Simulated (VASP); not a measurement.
# TiSi2 (Fddd) in VASP: notebook, part 2 of 2

VASP 6.6.1. Earlier steps stand in the parts before.

**3. Single point, PBE, collinear spin**

This run uses another cell than the first one, of 13.96 Å³/atom.

Contents of INCAR:

```
SYSTEM = TiSi2
PREC = Accurate
ENCUT = 520
EDIFF = 1E-6
ISMEAR = 0
SIGMA = 0.1
LREAL = .FALSE.
LASPH = .TRUE.
NELM = 150
ALGO = Normal
ISIF = 2
LWAVE = .FALSE.
LCHARG = .TRUE.
ISPIN = 2
MAGMOM = 1 1 0 0 0 0
LORBIT = 11
LMAXMIX = 4
GGA = PE
LELF = .TRUE.
LVHAR = .TRUE.
NBANDS = 33
```

Contents of KPOINTS:

```
regular mesh
0
G
  6 6 6
  0 0 0
```

Contents of POSCAR:

```
TiSi2
1.0
    0.0000000000      4.1180000300      4.2614998800
    2.3864998800      0.0000000000      4.2614998800
    2.3864998800      4.1180000300      0.0000000000
Ti Si
2 4
Direct
    0.7500000000      0.7500000000      0.7500000000
    0.5000000000      0.5000000000      0.5000000000
    0.0830000000      0.4170000000      0.0830000000
    0.4170000000      0.0830000000      0.4170000000
    0.1670000000      0.8330000000      0.1670000000
    0.8330000000      0.1670000000      0.8330000000
```

Potentials or basis: VASP PAW PBE potentials, release 64 (Ti_sv, Si).

Launch:

```bash
> cat potpaw_PBE.64/Ti_sv/POTCAR potpaw_PBE.64/Si/POTCAR > POTCAR
> mpirun -np 1 vasp_std > vasp.out
```

OUTCAR:

```text
SYSTEM = TiSi2
   PREC = Accurate
   ENCUT = 520
   EDIFF = 1E-6
   ISMEAR = 0
   LREAL = .FALSE.
   LASPH = .TRUE.
   NELM = 150
   ISIF = 2
   ISPIN = 2
   LORBIT = 11
   GGA = PE

 ion  position               nearest neighbor table
   1  0.750  0.750  0.750-   6 2.54   5 2.54   6 2.54   5 2.54   3 2.74   4 2.74   4 2.75   4 2.75
                             3 2.75   3 2.75
   2  0.500  0.500  0.500-   3 2.54   4 2.54   3 2.54   4 2.54   5 2.74   6 2.74   5 2.75   5 2.75
                             6 2.75   6 2.75
   3  0.083  0.417  0.083-   2 2.54   2 2.54   5 2.54   5 2.54   1 2.74   4 2.75   4 2.75   4 2.75
                             1 2.75   1 2.75
   4  0.417  0.083  0.417-   2 2.54   2 2.54   6 2.54   6 2.54   1 2.74   3 2.75   3 2.75   3 2.75
                             1 2.75   1 2.75
   5  0.167  0.833  0.167-   1 2.54   1 2.54   3 2.54   3 2.54   2 2.74   6 2.75   6 2.75   6 2.75
                             2 2.75   2 2.75
   6  0.833  0.167  0.833-   1 2.54   1 2.54   4 2.54   4 2.54   2 2.74   5 2.75   5 2.75   5 2.75
                             2 2.75   2 2.75

  LATTYP: Found a face centered orthorhombic cell.
 ALAT       =     4.7729997600
 B/A-ratio  =     1.7255395923
 C/A-ratio  =     1.7856694298

  Lattice vectors:

 A1 = (   0.0000000000,   4.1180000300,   4.2614998800)
 A2 = (   2.3864998800,   0.0000000000,   4.2614998800)
 A3 = (   2.3864998800,   4.1180000300,   0.0000000000)

Analysis of symmetry for initial positions (statically):
=====================================================================
 Subroutine PRICEL returns:
 Original cell was already a primitive cell.

 Routine SETGRP: Setting up the symmetry group for a
 face centered orthorhombic supercell.

 Subroutine GETGRP returns: Found  8 space group operations
 (whereof  4 operations were pure point group operations)
 out of a pool of  8 trial point group operations.

The static configuration has the point symmetry D_2 .
 The point group associated with its full space group is D_2h.

Analysis of symmetry for dynamics (positions and initial velocities):
=====================================================================
 Subroutine PRICEL returns:
 Original cell was already a primitive cell.

 Routine SETGRP: Setting up the symmetry group for a
 face centered orthorhombic supercell.

 Subroutine GETGRP returns: Found  8 space group operations
 (whereof  4 operations were pure point group operations)
 out of a pool of  8 trial point group operations.

The dynamic configuration has the point symmetry D_2 .
 The point group associated with its full space group is D_2h.

Analysis of structural, dynamic, and magnetic symmetry:
=====================================================================
 Subroutine PRICEL returns:
 Original cell was already a primitive cell.

 Routine SETGRP: Setting up the symmetry group for a
 face centered orthorhombic supercell.

 Subroutine GETGRP returns: Found  8 space group operations
 (whereof  4 operations were pure point group operations)
 out of a pool of  8 trial point group operations.

The overall configuration has the point symmetry D_2 .
 The point group associated with its full space group is D_2h.

 Subroutine INISYM returns: Found  8 space group operations
 (whereof  4 operations are pure point group operations),
 and found     1 'primitive' translations

----------------------------------------------------------------------------------------

                                     Primitive cell

  volume of cell :      83.7607

[... 110 lines left out ...]
   EFERMI =   0.00;   METHOD = LEGACY
   ISMEAR =     0;   SIGMA  =   0.10  broadening in eV -4-tet -1-fermi 0-gaus
   EFERMI_NEDOS =   21; number of points for ismear=-14 and -15
   IALGO  =     38    algorithm
   IMIX   =      4    mixing-type and parameters
     AMIX     =   0.40;   BMIX     =  1.00
     AMIX_MAG =   1.60;   BMIX_MAG =  1.00
  volume/ion in A,a.u.               =      13.96        94.21
  Fermi-wavevector in a.u.,A,eV,Ry     =   1.279621  2.418133 22.278592  1.637430
  Thomas-Fermi vector in A             =   2.412096
   LORBIT       =     11    0 simple, 1 ext, 2 COOP (PROOUT), +10 PAW based schemes
   GGA     = PE    functional components
   LHFCALC =     F    Hartree Fock is set to
   AEXX    =    0.0000 exact exchange contribution
   IVDW    =     0    specifies the selected vdW correction
   LEPSILON=     F    determine dielectric tensor
   LRPA    =     F    only Hartree local field effects (RPA)
 spin polarized calculation
 Gauss-broadening in eV      SIGMA  =   0.10
  energy-cutoff  :      520.00
  volume of cell :       83.76
 maximum number of plane-waves:      2276
 NGX is ok and might be reduce to    48
   NGX = 23   NGY = 19   NGZ = 17

 number of electron      40.0000003 magnetization      -0.0004402

 number of electron      40.0000003 magnetization       0.0000789

 Free energy of the ion-electron system (eV)
  ---------------------------------------------------
  ext. energy  EPLUGINS =         0.00000000
  ---------------------------------------------------
  free energy    TOTEN  =       -40.71333144 eV

  energy without entropy =      -40.70410984  energy(sigma->0) =      -40.70872064

 E-fermi :  10.2908     XC(G=0): -11.7437

 val. band max:       10.2800085373   @ k =  -0.3333   0.1667  -0.0000
 cond. band min:      10.3068188513   @ k =   0.0000   0.3333   0.3333
 fundamental gap:      0.0268103141
 Fermi energy:        10.2908383369

 spin component 1

 k-point     1 :       0.0000    0.0000    0.0000
  band No.  band energies     occupation
      1     -46.0379      1.00000
      2     -46.0091      1.00000
      3     -22.4303      1.00000
      4     -22.4038      1.00000
      5     -22.3319      1.00000
      6     -22.3169      1.00000
[... 829 lines left out ...]
     31      15.6396      0.00000
     32      15.8062      0.00000

 [... further k-points ...]

 spin component 2

 k-point     1 :       0.0000    0.0000    0.0000
  band No.  band energies     occupation
      1     -46.0379      1.00000
      2     -46.0091      1.00000
      3     -22.4304      1.00000
      4     -22.4038      1.00000
      5     -22.3319      1.00000
      6     -22.3169      1.00000
[... 829 lines left out ...]
     31      15.6396      0.00000
     32      15.8063      0.00000

 [... further k-points ...]

 [bands above 32 left out]

------------------------ aborting loop because EDIFF is reached ----------------------------------------

  FORCE on cell =-STRESS in cart. coord.  units (eV):
  Direction    XX          YY          ZZ          XY          YZ          ZX
  --------------------------------------------------------------------------------------
  -------------------------------------------------------------------------------------
  Total        1.5965360      1.1383146      0.6570974      0.0000000      0.0000000      0.0000000
  in kB       30.5385961     21.7737202     12.5689819      0.0000000      0.0000000      0.0000000
  external PRESSURE =      21.6270994 kB  Pullay stress =       0.0000000 kB

 VOLUME and BASIS-vectors are now :
 -----------------------------------------------------------------------------
  energy-cutoff  :      520.00
  volume of cell :       83.76
      direct lattice vectors                 reciprocal lattice vectors
     0.000000000  4.118000030  4.261499880    -0.209511848  0.121418163  0.117329582
     2.386499880  0.000000000  4.261499880     0.209511848 -0.121418163  0.117329582
     2.386499880  4.118000030  0.000000000     0.209511848  0.121418163 -0.117329582

 POSITION                                       TOTAL-FORCE (eV/Angst)
 -----------------------------------------------------------------------------------
      3.57975      6.17700      6.39225         0.000000     -0.000000      0.000000
      2.38650      4.11800      4.26150        -0.000000     -0.000000      0.000000
      1.19325      0.68359      2.13075        -0.000000      0.167861      0.000000
      1.19325      3.43441      2.13075        -0.000000     -0.167861      0.000000
      2.38650      1.37541      4.26150         0.000000     -0.167861     -0.000000
      2.38650      6.86059      4.26150         0.000000      0.167861     -0.000000
 -----------------------------------------------------------------------------------
    total drift:                               -0.000000     -0.000000      0.000000

  FREE ENERGIE OF THE ION-ELECTRON SYSTEM (eV)
  ---------------------------------------------------
  free  energy   TOTEN  =       -40.7133314403 eV

  energy  without entropy=      -40.7041098428  energy(sigma->0) =      -40.70872064

 total charge

# of ion       s       p       d       tot
------------------------------------------
    1        2.175   6.168   2.070  10.413
    2        2.175   6.168   2.070  10.413
    3        0.770   0.861   0.000   1.631
    4        0.770   0.861   0.000   1.631
    5        0.770   0.861   0.000   1.631
    6        0.770   0.861   0.000   1.631
--------------------------------------------------
tot          7.431  15.780   4.140  27.351

 magnetization (x)

# of ion       s       p       d       tot
------------------------------------------
    1        0.000  -0.000   0.000   0.000
    2        0.000  -0.000   0.000   0.000
    3        0.000   0.000   0.000   0.000
    4        0.000   0.000   0.000   0.000
    5        0.000   0.000   0.000   0.000
    6        0.000   0.000   0.000   0.000
--------------------------------------------------
tot          0.000   0.000   0.000   0.000
```

Run time: 3.2 min. Hardware: 1 thread of Intel Xeon Platinum 8488C (Sapphire Rapids), shared host; peak memory 0.39 GiB.

Results:

```
Free energy                                           : -40.7133 eV
Pressure                                              : 2.2 GPa
Largest force                                         : 0.168 eV/Å
Band gap on the k mesh                                : zero (filled and empty bands overlap)
Net moment                                            : 0.00 μB per cell
Valence electrons inside the program's atomic spheres : Ti 10.41; Si 1.63
```

Forces on the atoms (eV/Å):
```
Ti   0.000  0.000  0.000
Ti   0.000  0.000  0.000
Si   0.000  0.168  0.000
Si   0.000 -0.168  0.000
Si   0.000 -0.168  0.000
Si   0.000  0.168  0.000
```
